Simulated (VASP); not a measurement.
Wanted: the native input for a VASP 6.6.1 run.

```yaml
Task: relaxation of cell and atoms
Functional: PBE
Potentials_or_basis: VASP PAW PBE potentials, release 64 (Na_pv, Ta_pv, O)
Cutoff: 600 eV
k_mesh: 5 × 5 × 5
Occupations: gaussian, width 0.2 eV
Spin: no spin polarisation
Dipole_correction: no
Further_INCAR_settings: ALGO = Normal; EDIFF = 1e-07; IBRION = 2; EDIFFG = -0.08; NSW = 36; ISIF = 3
```

The structure of NaTaO lies in POSCAR:

```
NaTaO
1.0
    4.1742974300      0.0000000000      0.0000000000
   -2.0871487200      3.6150476200      0.0000000000
    0.0000000000      0.0000000000      3.7719703300
Na Ta O
1 1 1
Direct
    0.3333333300      0.6666666700      0.5000000000
    0.0000000000      0.0000000000      0.5000000000
    0.0000000000      0.0000000000      0.0000000000
```

The input as run:

INCAR

```
SYSTEM = NaTaO
PREC = Accurate ; ENCUT = 600
EDIFF = 1E-7 ; ISMEAR = 0
SIGMA = 0.2 ; LREAL = .FALSE.
LASPH = .TRUE. ; NELM = 120
ALGO = Normal ; ISIF = 3
LWAVE = .FALSE. ; LCHARG = .FALSE.
GGA = PE ; IBRION = 2
NSW = 36 ; EDIFFG = -0.08
GGA_COMPAT = .FALSE. ; NELMIN = 4
```

KPOINTS

```
regular mesh
0
G
  5 5 5
  0 0 0
```

Potentials or basis: VASP PAW PBE potentials, release 64 (Na_pv, Ta_pv, O).

Command:

```console
$ cat potpaw_PBE.64/Na_pv/POTCAR potpaw_PBE.64/Ta_pv/POTCAR potpaw_PBE.64/O/POTCAR > POTCAR
$ mpirun -np 1 vasp_std > vasp.out
```

It gave:

The relaxed volume is 32.03 Å³/atom, the relaxed cell is a = 5.367 Å, b = 5.367 Å, c = 3.853 Å, α = 90.00°, β = 90.00°, γ = 120.00° and the space group after relaxing (to 0.05 Å) is P-6m2 (No. 187). The energy gained by relaxing is 770.9 meV/atom. The ionic steps are 8 and the pressure after relaxing is 0.0 GPa. The band gap on the k mesh is zero (band 12 reaches 0.52 eV, above the bottom of band 13 at 0.23 eV).

Caveat: the volume moved by over 15 % at a fixed basis, so the end points are rough; spin-orbit coupling is left out, which moves the levels of the heavy elements.

Wall time 110 s on 1 thread of Intel Xeon 6975P-C, with other jobs on the host, peak memory 0.21 GiB.
